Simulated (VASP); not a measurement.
# InSe2 (Fd-3m) in VASP: notebook, part 2 of 2

VASP 6.6.1. The steps go on from the part before.

**3. Single point, PBE**

This run uses another cell than the first one, of 25.42 Å³/atom.

File INCAR:

```
ALGO = Normal
EDIFF = 1E-6
ENCUT = 520
GGA = PE
ISIF = 2
ISMEAR = 0
LASPH = True
LCHARG = True
LELF = True
LREAL = False
LVHAR = True
LWAVE = False
NBANDS = 34
NELM = 60
PREC = Accurate
SIGMA = 0.1
```

File KPOINTS:

```
k-points
0
Gamma
  8 8 8
```

File POSCAR:

```
InSe2
1.0
    0.0000000000      4.2407010197      4.2407010197
    4.2407010197      0.0000000000      4.2407010197
    4.2407010197      4.2407010197      0.0000000000
In Se
2 4
Direct
    0.0000000000      0.0000000000      0.0000000000
    0.2500000000      0.2500000000      0.2500000000
    0.6250000000      0.6250000000      0.6250000000
    0.1250000000      0.6250000000      0.6250000000
    0.6250000000      0.6250000000      0.1250000000
    0.6250000000      0.1250000000      0.6250000000
```

Potentials or basis: VASP PAW PBE potentials, release 64 (In_d, Se).

Command:

```
$ cat potpaw_PBE.64/In_d/POTCAR potpaw_PBE.64/Se/POTCAR > POTCAR
$ mpirun -np 1 vasp_std > vasp.out
```

OUTCAR:

```text
EDIFF = 1E-6
   ENCUT = 520
   GGA = PE
   ISIF = 2
   ISMEAR = 0
   LASPH = True
   LREAL = False
   NELM = 60
   PREC = Accurate

 ion  position               nearest neighbor table
   1  0.000  0.000  0.000-   2 3.67   2 3.67   2 3.67   2 3.67
   2  0.250  0.250  0.250-   1 3.67   1 3.67   1 3.67   1 3.67
   3  0.625  0.625  0.625-
   4  0.125  0.625  0.625-
[... 1098 lines left out ...]
  --------------------------------------------------------------------------------------
  -------------------------------------------------------------------------------------
  Total       -0.0200780     -0.0200780     -0.0200780      0.0000000     -0.0000000      0.0000000
  in kB       -0.2109053     -0.2109053     -0.2109053      0.0000000     -0.0000000      0.0000000
  external PRESSURE =      -0.2109053 kB  Pullay stress =       0.0000000 kB

 VOLUME and BASIS-vectors are now :
 -----------------------------------------------------------------------------
  energy-cutoff  :      520.00
  volume of cell :      152.53
      direct lattice vectors                 reciprocal lattice vectors
     0.000000000  4.240701020  4.240701020    -0.117905034  0.117905034  0.117905034
     4.240701020  0.000000000  4.240701020     0.117905034 -0.117905034  0.117905034
     4.240701020  4.240701020  0.000000000     0.117905034  0.117905034 -0.117905034

 POSITION                                       TOTAL-FORCE (eV/Angst)
 -----------------------------------------------------------------------------------
      0.00000      0.00000      0.00000        -0.000000      0.000000      0.000000
      2.12035      2.12035      2.12035         0.000000     -0.000000     -0.000000
      5.30088      5.30088      5.30088         0.000000      0.000000      0.000000
      5.30088      3.18053      3.18053         0.000000      0.000000      0.000000
      3.18053      3.18053      5.30088         0.000000      0.000000      0.000000
      3.18053      5.30088      3.18053         0.000000      0.000000      0.000000
 -----------------------------------------------------------------------------------
    total drift:                               -0.000000      0.000000     -0.000000

  FREE ENERGIE OF THE ION-ELECTRON SYSTEM (eV)
  ---------------------------------------------------
  free  energy   TOTEN  =       -18.0605255894 eV

  energy  without entropy=      -18.0386069454  energy(sigma->0) =      -18.04956627
```

OSZICAR:

```text
N       E                     dE             d eps       ncg     rms          rms(c)
DAV:   1     0.455311555470E+03    0.45531E+03   -0.21623E+04  1972   0.155E+03
DAV:   2     0.448198821999E+02   -0.41049E+03   -0.39266E+03  2022   0.389E+02
DAV:   3    -0.145151523813E+02   -0.59335E+02   -0.56022E+02  2570   0.150E+02
DAV:   4    -0.181279091841E+02   -0.36128E+01   -0.35305E+01  2208   0.354E+01
DAV:   5    -0.182750168203E+02   -0.14711E+00   -0.14695E+00  2766   0.764E+00    0.596E+00
DAV:   6    -0.181047012483E+02    0.17032E+00   -0.16006E-01  2730   0.483E+00    0.362E+00
DAV:   7    -0.180602663516E+02    0.44435E-01   -0.17506E-01  2566   0.353E+00    0.446E-01
DAV:   8    -0.180602908350E+02   -0.24483E-04   -0.42928E-02  2400   0.194E+00    0.250E-01
DAV:   9    -0.180604936482E+02   -0.20281E-03   -0.28656E-03  2284   0.295E-01    0.152E-01
DAV:  10    -0.180605196509E+02   -0.26003E-04   -0.44509E-04  2506   0.223E-01    0.681E-02
DAV:  11    -0.180605248712E+02   -0.52203E-05   -0.15612E-04  2712   0.122E-01    0.127E-02
DAV:  12    -0.180605259304E+02   -0.10593E-05   -0.13154E-05  2622   0.241E-02    0.666E-03
DAV:  13    -0.180605255894E+02    0.34106E-06   -0.15359E-06  1328   0.169E-02
   1 F= -.18060526E+02 E0= -.18049566E+02  d E =-.219186E-01
```

Wall time 86 s (1 thread of Intel Xeon 6975P-C (Granite Rapids), shared host); peak memory 0.37 GiB.

What came out:

- Free energy: -18.0605 eV
- Pressure: 0.0 GPa
- Band gap on the k mesh: zero (bands 25 and 26 overlap by 1.49 eV)

Caveat: spin-orbit coupling is left out, which moves the levels of the heavy elements.

**4. Relaxation of cell and atoms, PBE**

File INCAR:

```
ALGO = Normal
EDIFF = 1E-6
EDIFFG = -0.01
ENCUT = 600
GGA = PE
IBRION = 2
ISIF = 3
ISMEAR = 0
LASPH = True
LCHARG = False
LREAL = False
LWAVE = False
NELM = 60
NSW = 100
PREC = Accurate
SIGMA = 0.1
```

KPOINTS is that of step 3.

Edit POSCAR of step 3 so:

```diff
@@ -2,5 +2,5 @@
 1.0
-    0.0000000000      4.2407010197      4.2407010197
-    4.2407010197      0.0000000000      4.2407010197
-    4.2407010197      4.2407010197      0.0000000000
+    0.0000000000      4.1871067836      4.1871067836
+    4.1871067836      0.0000000000      4.1871067836
+    4.1871067836      4.1871067836      0.0000000000
 In Se
```

Command:

```
$ cat potpaw_PBE.64/In_d/POTCAR potpaw_PBE.64/Se/POTCAR > POTCAR
$ mpirun -np 1 vasp_std > vasp.out
```

It took 2.3 min on 1 thread of Intel Xeon 6975P-C (Granite Rapids), shared host; peak memory 0.41 GiB.

Results (log left out):

```yaml
Free_energy: -18.0601 eV
Relaxed_volume: 25.45 Å³/atom
Relaxed_cell: a = 5.999 Å, b = 5.999 Å, c = 5.999 Å, α = 60.00°, β = 60.00°, γ = 60.00°
Space_group_after_relaxing_to_0.1_Å: Fd-3m (No. 227)
Energy_gained_by_relaxing: 5.1 meV/atom
Ionic_steps: 2
Pressure_after_relaxing: 0.0 GPa
Band_gap_on_the_k_mesh: zero (bands 25 and 26 overlap by 1.49 eV)
```

Step by step:
```tsv
step	energy change (eV)	largest force (eV/Å)	pressure (GPa)	volume (Å³)
1	0.0000	0.0000	1.78	146.82
2	-0.0306	0.0000	-0.04	152.67
```

Final structure:
```yaml
crystal:
  lattice:
    - [0.00000, 4.24207, 4.24207]
    - [4.24207, 0.00000, 4.24207]
    - [4.24207, 4.24207, 0.00000]
  atoms:
    - { symbol: In, position: [0.00000, 0.00000, 0.00000] }
    - { symbol: In, position: [0.25000, 0.25000, 0.25000] }
    - { symbol: Se, position: [0.62500, 0.62500, 0.62500] }
    - { symbol: Se, position: [0.12500, 0.62500, 0.62500] }
    - { symbol: Se, position: [0.62500, 0.62500, 0.12500] }
    - { symbol: Se, position: [0.62500, 0.12500, 0.62500] }
```

Levels at points of the mesh, in eV from the Fermi level:
```tsv
k point	band 22	band 23	band 24	band 25	band 26	band 27	band 28	band 29
(0.00, 0.00, 0.00)	-2.18	0.31	0.31	0.31	0.92	0.92	0.92	1.76
(0.50, 0.00, 0.00)	-2.07	-1.90	-1.90	-0.74	0.97	1.58	1.68	1.68
(0.50, 0.50, 0.00)	-1.91	-1.70	-1.70	-0.84	-0.84	1.65	1.65	2.65
```

Caveat: spin-orbit coupling is left out, which moves the levels of the heavy elements.

**5. Summary**

| task | cell | k mesh | cutoff (eV) | gap on the mesh (eV) | pressure (GPa) |
| --- | --- | --- | --- | --- | --- |
| single point | a = 5.921 Å, angles 60.0°, 6 atoms | 4 × 4 × 4 | 520 | none | 2.8 |
| single point | a = 5.997 Å, angles 60.0°, 6 atoms | 8 × 8 × 8 | 520 | none | 0.0 |
| relaxation of cell and atoms | relaxed from a = 5.921 Å, angles 60.0°, 6 atoms | 8 × 8 × 8 | 600 | none | 0.0 |

Alike in all rows: level PBE; potentials or basis VASP PAW PBE potentials, release 64 (In_d, Se); no spin polarisation; smearing gaussian 0.1 eV.

Caveats: spin-orbit coupling is left out, which moves the levels of the heavy elements.

Absolute energies hang on the potentials; compare differences alone.
